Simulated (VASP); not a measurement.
# NaH (P6_3/mmc) in VASP: further runs

The runs below take NaH through single point, with PBE, LDA.

Everything below comes from runs of VASP 6.6.1. Logs are shortened: lines on timing, memory, paths and dates and some standing lists are left out, and cuts for length are marked.

**1. The cell of the first run**

The structure is hexagonal, space group P6_3/mmc (No. 194). Conventional cell: a = 3.319 Å, b = 3.319 Å, c = 5.831 Å, α = 90.00°, β = 90.00°, γ = 120.00°. Na (site symmetry -3m) has 6 H at 2.41 Å and 8 Na at 2.92 to 3.32 Å within 3.4 Å. Within 3.5 Å of H (site symmetry -6m2) lie 6 Na at 2.41 Å and 12 H at 3.32 to 3.49 Å.

**2. Single point, PBE**

Input file INCAR:

```
ALGO = Normal
EDIFF = 1E-6
ENCUT = 520
GGA = PE
ISIF = 2
ISMEAR = 0
LASPH = True
LCHARG = False
LREAL = False
LWAVE = False
NBANDS = 16
NELM = 60
PREC = Accurate
SIGMA = 0.01
```

Input file KPOINTS:

```
k-points
0
Gamma
  6 6 4
```

Input file POSCAR:

```
NaH
1.0
    3.3191587698      0.0000000000      0.0000000000
   -1.6595793849      2.8744758138      0.0000000000
    0.0000000000      0.0000000000      5.8309537900
Na H
2 2
Direct
    0.0000000000      0.0000000000      0.0000000000
    0.0000000000      0.0000000000      0.5000000000
    0.3333333333      0.6666666667      0.2500000000
    0.6666666667      0.3333333333      0.7500000000
```

Potentials or basis: VASP PAW PBE potentials, release 64 (Na_pv, H).

Run with:

```sh
$ cat potpaw_PBE.64/Na_pv/POTCAR potpaw_PBE.64/H/POTCAR > POTCAR
$ mpirun -np 1 vasp_std > vasp.out
```

OUTCAR:

```text
EDIFF = 1E-6
   ENCUT = 520
   GGA = PE
   ISIF = 2
   ISMEAR = 0
   LASPH = True
   LREAL = False
   NELM = 60
   PREC = Accurate

 ion  position               nearest neighbor table
   1  0.000  0.000  0.000-
   2  0.000  0.000  0.500-
   3  0.333  0.667  0.250-
   4  0.667  0.333  0.750-

  LATTYP: Found a hexagonal cell.
 ALAT       =     3.3191587698
 C/A-ratio  =     1.7567565140

  Lattice vectors:

 A1 = (   3.3191587698,   0.0000000000,   0.0000000000)
 A2 = (  -1.6595793849,   2.8744758138,   0.0000000000)
 A3 = (   0.0000000000,   0.0000000000,   5.8309537900)

Analysis of symmetry for initial positions (statically):
=====================================================================
 Subroutine PRICEL returns:
 Original cell was already a primitive cell.

 Routine SETGRP: Setting up the symmetry group for a
 hexagonal supercell.

 Subroutine GETGRP returns: Found 24 space group operations
 (whereof 12 operations were pure point group operations)
 out of a pool of 24 trial point group operations.

The static configuration has the point symmetry D_3d.
 The point group associated with its full space group is D_6h.

Analysis of symmetry for dynamics (positions and initial velocities):
=====================================================================
 Subroutine PRICEL returns:
 Original cell was already a primitive cell.

 Routine SETGRP: Setting up the symmetry group for a
 hexagonal supercell.

 Subroutine GETGRP returns: Found 24 space group operations
 (whereof 12 operations were pure point group operations)
 out of a pool of 24 trial point group operations.

The dynamic configuration has the point symmetry D_3d.
 The point group associated with its full space group is D_6h.

 Subroutine INISYM returns: Found 24 space group operations
 (whereof 12 operations are pure point group operations),
 and found     1 'primitive' translations

----------------------------------------------------------------------------------------

                                     Primitive cell

  volume of cell :      55.6322

  direct lattice vectors                    reciprocal lattice vectors
     3.319158770  0.000000000  0.000000000     0.301281159  0.173944758  0.000000000
    -1.659579385  2.874475814  0.000000000     0.000000000  0.347889516  0.000000000
     0.000000000  0.000000000  5.830953790     0.000000000  0.000000000  0.171498529

  length of vectors
     3.319158770  3.319158770  5.830953790     0.347889516  0.347889516  0.171498529

  position of ions in fractional coordinates (direct lattice)
     0.000000000  0.000000000  0.000000000
     0.000000000  0.000000000  0.500000000
     0.333333333  0.666666667  0.250000000
     0.666666667  0.333333333  0.750000000

  ion indices of the primitive-cell ions
   primitive index   ion index
                 1           1
                 2           2
                 3           3
                 4           4

----------------------------------------------------------------------------------------

 KPOINTS: k-points

Automatic generation of k-mesh.
 Grid dimensions read from file:
 generate k-points for:    6    6    4

 Generating k-lattice:

  Cartesian coordinates                     Fractional coordinates (reciprocal lattice)
     0.050213526  0.028990793  0.000000000     0.166666667  0.000000000  0.000000000
     0.000000000  0.057981586  0.000000000     0.000000000  0.166666667  0.000000000
     0.000000000  0.000000000  0.042874632     0.000000000  0.000000000  0.250000000

  Length of vectors
     0.057981586  0.057981586  0.042874632

  Shift w.r.t. Gamma in fractional coordinates (k-lattice)
     0.000000000  0.000000000  0.000000000

 Subroutine IBZKPT returns following result:
 ===========================================

 Found     21 irreducible k-points:

 Following reciprocal coordinates:
            Coordinates               Weight
  0.000000  0.000000  0.000000      1.000000
  0.166667 -0.000000  0.000000      6.000000
  0.333333 -0.000000  0.000000      6.000000
  0.500000 -0.000000  0.000000      3.000000
  0.166667  0.166667  0.000000      6.000000
  0.333333  0.166667  0.000000     12.000000
[... 13 lines left out ...]
  0.333333  0.166667  0.500000     12.000000
  0.333333  0.333333  0.500000      2.000000
   k-points           NKPTS =     21   k-points in BZ     NKDIM =     21   number of bands    NBANDS=     16
   number of dos      NEDOS =    301   number of ions     NIONS =      4
   total plane-waves  NPLWV =  37632
   dimension x,y,z NGX =    28 NGY =   28 NGZ =   48
   dimension x,y,z NGXF=    56 NGYF=   56 NGZF=   96
   ions per type =               2   2
   NGX,Y,Z   is equivalent  to a cutoff of  14.02, 14.02, 13.69 a.u.
   NGXF,Y,Z  is equivalent  to a cutoff of  28.05, 28.05, 27.37 a.u.
 SYSTEM =  unknown system
   PREC   = accura    normal or accurate (medium, high low for compatibility)
   ISTART =      0    job   : 0-new  1-cont  2-samecut
   ICHARG =      2    charge: 1-file 2-atom 10-const
   ISPIN  =      1    spin polarized calculation?
   LNONCOLLINEAR =      F non collinear calculations
   LSORBIT =      F    spin-orbit coupling
   LASPH  =      T    aspherical Exc in radial PAW
   ENCUT  =  520.0 eV  38.22 Ry    6.18 a.u.   6.17  6.17 10.84*2*pi/ulx,y,z
   NELM   =     60;   NELMIN=  2; NELMDL= -5     # of ELM steps
   EDIFF  = 0.1E-05   stopping-criterion for ELM
   LREAL  =      F    real-space projection
   EDIFFG = 0.1E-04   stopping-criterion for IOM
   NSW    =      0    number of steps for IOM
   IBRION =     -1    ionic relax: 0-MD 1-quasi-New 2-CG
   NFREE  =      0    steps in history (QN), initial steepest desc. (CG)
   ISIF   =      2    stress and relaxation
   ISYM   =      2    0-nonsym 1-usesym 2-fastsym
   POTIM  = 0.5000    time-step for ionic-motion
   TEBEG  =    0.0;   TEEND  =   0.0 temperature during run
   PSTRESS=    0.0 pullay stress
   NELECT =      16.0000    total number of electrons
   NUPDOWN=      -1.0000    fix difference up-down
   EMIN   =  10.00;   EMAX   =-10.00  energy-range for DOS
   EFERMI =   0.00;   METHOD = LEGACY
   ISMEAR =     0;   SIGMA  =   0.01  broadening in eV -4-tet -1-fermi 0-gaus
   EFERMI_NEDOS =   21; number of points for ismear=-14 and -15
   IALGO  =     38    algorithm
   IMIX   =      4    mixing-type and parameters
     AMIX     =   0.40;   BMIX     =  1.00
     AMIX_MAG =   1.60;   BMIX_MAG =  1.00
  volume/ion in A,a.u.               =      13.91        93.86
  Fermi-wavevector in a.u.,A,eV,Ry     =   1.080619  2.042074 15.888042  1.167738
  Thomas-Fermi vector in A             =   2.216615
   LORBIT       =      0    0 simple, 1 ext, 2 COOP (PROOUT), +10 PAW based schemes
   GGA     = PE    functional components
   LHFCALC =     F    Hartree Fock is set to
   AEXX    =    0.0000 exact exchange contribution
   IVDW    =     0    specifies the selected vdW correction
   LEPSILON=     F    determine dielectric tensor
   LRPA    =     F    only Hartree local field effects (RPA)
 non-spin polarized calculation
 Gauss-broadening in eV      SIGMA  =   0.01
  energy-cutoff  :      520.00
  volume of cell :       55.63
 maximum number of plane-waves:      1521
 NGX is ok and might be reduce to    28
   NGX = 13   NGY = 13   NGZ = 21

 number of electron      16.0000008 magnetization

 Free energy of the ion-electron system (eV)
  ---------------------------------------------------
  ext. energy  EPLUGINS =         0.00000000
  ---------------------------------------------------
  free energy    TOTEN  =        -9.99552039 eV

  energy without entropy =       -9.99552039  energy(sigma->0) =       -9.99552039

 E-fermi :  -1.0472     XC(G=0):  -7.8124

 val. band max:       -1.0988018691   @ k =   0.3333   0.1667   0.0000
 cond. band min:       2.3469468465   @ k =   0.0000   0.0000   0.0000
 fundamental gap:      3.4457487156
 Fermi energy:        -1.0471594391

 k-point     1 :       0.0000    0.0000    0.0000
  band No.  band energies     occupation
      1     -23.4505      2.00000
      2     -23.2920      2.00000
      3     -23.2920      2.00000
      4     -23.2727      2.00000
      5     -23.2727      2.00000
      6     -23.2532      2.00000
[... 8 lines left out ...]
     15      14.0483      0.00000
     16      15.1762      0.00000

 k-point     2 :       0.1667   -0.0000    0.0000
  band No.  band energies     occupation
      1     -23.4449      2.00000
      2     -23.3162      2.00000
      3     -23.2973      2.00000
      4     -23.2936      2.00000
      5     -23.2775      2.00000
      6     -23.2510      2.00000
[... 8 lines left out ...]
     15      13.5283      0.00000
     16      14.5622      0.00000

 k-point     3 :       0.3333   -0.0000    0.0000
  band No.  band energies     occupation
      1     -23.4336      2.00000
      2     -23.3641      2.00000
      3     -23.3352      2.00000
      4     -23.3080      2.00000
      5     -23.2872      2.00000
      6     -23.2465      2.00000
[... 8 lines left out ...]
     15      11.6081      0.00000
     16      13.1305      0.00000

 k-point     4 :       0.5000   -0.0000    0.0000
  band No.  band energies     occupation
      1     -23.4280      2.00000
      2     -23.3877      2.00000
      3     -23.3557      2.00000
      4     -23.3133      2.00000
      5     -23.2920      2.00000
      6     -23.2442      2.00000
[... 8 lines left out ...]
     15      11.2015      0.00000
     16      12.6441      0.00000
[... 267 lines left out ...]
 k-point    19 :       0.1667    0.1667    0.5000
  band No.  band energies     occupation
      1     -23.3443      2.00000
      2     -23.3443      2.00000
      3     -23.3326      2.00000
      4     -23.3326      2.00000
      5     -23.2993      2.00000
      6     -23.2993      2.00000
[... 8 lines left out ...]
     15      14.3666      0.00000
     16      14.3666      0.00000

 k-point    20 :       0.3333    0.1667    0.5000
  band No.  band energies     occupation
      1     -23.3603      2.00000
      2     -23.3603      2.00000
      3     -23.3366      2.00000
      4     -23.3366      2.00000
      5     -23.3143      2.00000
      6     -23.3143      2.00000
[... 8 lines left out ...]
     15      12.3040      0.00000
     16      12.3040      0.00000

 k-point    21 :       0.3333    0.3333    0.5000
  band No.  band energies     occupation
      1     -23.3449      2.00000
      2     -23.3449      2.00000
      3     -23.3433      2.00000
      4     -23.3433      2.00000
      5     -23.3348      2.00000
      6     -23.3348      2.00000
[... 8 lines left out ...]
     15      11.4627      0.00000
     16      11.4627      0.00000

------------------------ aborting loop because EDIFF is reached ----------------------------------------

  FORCE on cell =-STRESS in cart. coord.  units (eV):
  Direction    XX          YY          ZZ          XY          YZ          ZX
  --------------------------------------------------------------------------------------
  -------------------------------------------------------------------------------------
  Total        0.1671296      0.1671296      0.2446562      0.0000000     -0.0000000      0.0000000
  in kB        4.8132405      4.8132405      7.0459645      0.0000000     -0.0000000      0.0000000
  external PRESSURE =       5.5574818 kB  Pullay stress =       0.0000000 kB

 VOLUME and BASIS-vectors are now :
 -----------------------------------------------------------------------------
  energy-cutoff  :      520.00
  volume of cell :       55.63
      direct lattice vectors                 reciprocal lattice vectors
     3.319158770  0.000000000  0.000000000     0.301281159  0.173944758  0.000000000
    -1.659579385  2.874475814  0.000000000     0.000000000  0.347889516  0.000000000
     0.000000000  0.000000000  5.830953790     0.000000000  0.000000000  0.171498529

 POSITION                                       TOTAL-FORCE (eV/Angst)
 -----------------------------------------------------------------------------------
      0.00000      0.00000      0.00000        -0.000000      0.000000     -0.000000
      0.00000      0.00000      2.91548        -0.000000      0.000000     -0.000000
     -0.00000      1.91632      1.45774         0.000000     -0.000000      0.000000
      1.65958      0.95816      4.37322        -0.000000      0.000000      0.000000
 -----------------------------------------------------------------------------------
    total drift:                               -0.000000     -0.000000      0.000000

  FREE ENERGIE OF THE ION-ELECTRON SYSTEM (eV)
  ---------------------------------------------------
  free  energy   TOTEN  =        -9.9955203935 eV

  energy  without entropy=       -9.9955203935  energy(sigma->0) =       -9.99552039
```

Run time: 33 s. Hardware: 1 thread of Intel Xeon 8259CL, shared host; peak memory 0.18 GiB.

Results:

| Item | Value |
| --- | --- |
| Free energy | -9.9955 eV |
| Pressure | 0.6 GPa |
| Band gap on the k mesh | 3.45 eV (least direct gap 4.51 eV) |

Stress tensor (GPa, compression positive):
```
0.48 0.00 0.00
0.00 0.48 0.00
0.00 0.00 0.70
```

**3. Single point, PBE**

Input file INCAR:

```
SYSTEM = NaH
PREC = Accurate ; ENCUT = 520
EDIFF = 1E-6 ; ISMEAR = 0
SIGMA = 0.01 ; LREAL = .FALSE.
LASPH = .TRUE. ; NELM = 100
ALGO = Normal ; ISIF = 2
LWAVE = .FALSE. ; LCHARG = .FALSE.
GGA = PE ; NBANDS = 16
```

Input file KPOINTS:

```
regular mesh
0
G
  6 6 4
  0 0 0
```

POSCAR is that of step 2.

Potentials or basis: VASP PAW PBE potentials, release 64 (Na_pv, H).

Run with:

```sh
$ cat potpaw_PBE.64/Na_pv/POTCAR potpaw_PBE.64/H/POTCAR > POTCAR
$ mpirun -np 1 vasp_std > vasp.out
```

It took 32 s on 1 thread of Intel Xeon 8259CL, shared host; peak memory 0.18 GiB.

It converged, with:

```
Free energy            : -9.9955 eV
Pressure               : 0.6 GPa
Band gap on the k mesh : 3.45 eV (least direct gap 4.51 eV)
```

Stress tensor (GPa, compression positive):
```
0.48 0.00 0.00
0.00 0.48 0.00
0.00 0.00 0.70
```

Levels at points of the mesh, in eV from the valence-band top:
| k point | band 6 | band 7 | band 8 | band 9 | band 10 | band 11 |
| --- | --- | --- | --- | --- | --- | --- |
| (0.00, 0.00, 0.00) | -22.15 | -3.61 | -1.12 | 3.45 | 10.47 | 11.50 |
| (0.50, 0.00, 0.00) | -22.15 | -0.75 | -0.20 | 4.45 | 5.96 | 7.12 |
| (0.00, 0.00, 0.50) | -22.18 | -2.67 | -2.67 | 6.67 | 6.67 | 12.08 |
| (0.50, 0.00, 0.50) | -22.20 | -0.43 | -0.43 | 4.41 | 4.41 | 9.85 |

**4. Single point, LDA**

This run uses another cell than the first one, of 13.03 Å³/atom.

Input file INCAR:

```
PREC     = Accurate       # precision mode
ENCUT    = 520            # plane-wave cutoff, eV
EDIFF    = 1E-6           # SCF threshold, eV
ISMEAR   = -1             # smearing method
SIGMA    = 0.02           # smearing width, eV
LREAL    = False          # projectors in reciprocal space
LASPH    = True           # aspherical terms in the spheres
NELM     = 100            # most SCF steps
ALGO     = Normal         # electronic algorithm
ISIF     = 2              # what is computed and relaxed
LWAVE    = False          # write WAVECAR
LCHARG   = True           # write CHGCAR
GGA      = CA             # functional
LELF     = True           # ELF
LVHAR    = True         
NBANDS   = 16             # bands
```

Input file KPOINTS:

```
regular mesh
0
Gamma
  12 12 4
```

Input file POSCAR:

```
NaH
1.0
    3.2438768473      0.0000000000      0.0000000000
   -1.6219384237      2.8092797565      0.0000000000
    0.0000000000      0.0000000000      5.7199083115
Na H
2 2
Direct
    0.0000000000      0.0000000000      0.0000000000
    0.0000000000      0.0000000000      0.5000000000
    0.3333333333      0.6666666667      0.2500000000
    0.6666666667      0.3333333333      0.7500000000
```

Potentials or basis: VASP PAW LDA potentials, release 64 (Na_pv, H).

Run with:

```sh
$ cat potpaw_LDA.64/Na_pv/POTCAR potpaw_LDA.64/H/POTCAR > POTCAR
$ mpirun -np 1 vasp_std > vasp.out
```

OUTCAR:

```text
PREC = Accurate
   ENCUT = 520
   EDIFF = 1E-6
   ISMEAR = -1
   LREAL = False
   LASPH = True
   NELM = 100
   ISIF = 2
   GGA = CA

 ion  position               nearest neighbor table
   1  0.000  0.000  0.000-
   2  0.000  0.000  0.500-
   3  0.333  0.667  0.250-
   4  0.667  0.333  0.750-

  LATTYP: Found a hexagonal cell.
 ALAT       =     3.2438768473
 C/A-ratio  =     1.7632939167

[... 634 lines left out ...]
      4     -23.1628      2.00000
      5     -23.1445      2.00000
      6     -23.1249      2.00000
[... 8 lines left out ...]
     15      11.6317      0.00000
     16      12.7060      0.00000

 [... further k-points ...]
[... 5 lines left out ...]
  --------------------------------------------------------------------------------------
  -------------------------------------------------------------------------------------
  Total       -0.0203773     -0.0203773     -0.0176797      0.0000000     -0.0000000      0.0000000
  in kB       -0.6263370     -0.6263370     -0.5434220      0.0000000     -0.0000000      0.0000000
  external PRESSURE =      -0.5986987 kB  Pullay stress =       0.0000000 kB

 VOLUME and BASIS-vectors are now :
 -----------------------------------------------------------------------------
  energy-cutoff  :      520.00
  volume of cell :       52.13
      direct lattice vectors                 reciprocal lattice vectors
     3.243876847  0.000000000  0.000000000     0.308273109  0.177981562  0.000000000
    -1.621938424  2.809279757  0.000000000     0.000000000  0.355963125  0.000000000
     0.000000000  0.000000000  5.719908312     0.000000000  0.000000000  0.174827977

 POSITION                                       TOTAL-FORCE (eV/Angst)
 -----------------------------------------------------------------------------------
      0.00000      0.00000      0.00000        -0.000000     -0.000000     -0.000000
      0.00000      0.00000      2.85995        -0.000000     -0.000000     -0.000000
     -0.00000      1.87285      1.42998        -0.000000     -0.000000      0.000000
      1.62194      0.93643      4.28993         0.000000      0.000000      0.000000
 -----------------------------------------------------------------------------------
    total drift:                               -0.000000      0.000000      0.000000

  FREE ENERGIE OF THE ION-ELECTRON SYSTEM (eV)
  ---------------------------------------------------
  free  energy   TOTEN  =       -10.6353291026 eV

  energy  without entropy=      -10.6353291026  energy(sigma->0) =      -10.63532910
```

OSZICAR:

```text
N       E                     dE             d eps       ncg     rms          rms(c)
DAV:   1     0.111720770705E+03    0.11172E+03   -0.83976E+03  1832   0.107E+03
DAV:   2    -0.606386673480E+01   -0.11778E+03   -0.11339E+03  2008   0.300E+02
DAV:   3    -0.114318092589E+02   -0.53679E+01   -0.53571E+01  2336   0.665E+01
DAV:   4    -0.114978073247E+02   -0.65998E-01   -0.65991E-01  2144   0.825E+00
DAV:   5    -0.114988988478E+02   -0.10915E-02   -0.10915E-02  2336   0.988E-01    0.437E+00
DAV:   6    -0.108297797479E+02    0.66912E+00   -0.27512E-01  2592   0.431E+00    0.204E+00
DAV:   7    -0.106332742004E+02    0.19651E+00   -0.31703E-01  2584   0.294E+00    0.419E-01
DAV:   8    -0.106357199858E+02   -0.24458E-02   -0.18913E-02  2040   0.149E+00    0.110E-01
DAV:   9    -0.106353904657E+02    0.32952E-03   -0.13198E-03  2560   0.521E-01    0.372E-02
DAV:  10    -0.106353278923E+02    0.62573E-04   -0.12724E-04  2072   0.797E-02    0.815E-03
DAV:  11    -0.106353290118E+02   -0.11194E-05   -0.84524E-06  2224   0.139E-02    0.315E-03
DAV:  12    -0.106353291026E+02   -0.90871E-07   -0.48044E-07  1400   0.295E-03
   1 F= -.10635329E+02 E0= -.10635329E+02  d E =-.405381E-12
```

Run time: 43 s. Hardware: 1 thread of Intel Xeon 8259CL, shared host; peak memory 0.17 GiB.

Results:

```yaml
Free_energy: -10.6353 eV
Pressure: -0.1 GPa
Band_gap_on_the_k_mesh: 3.12 eV (least direct gap 4.32 eV)
```

A k mesh can miss the band edges.

(Part 1 of 2 ends here.)
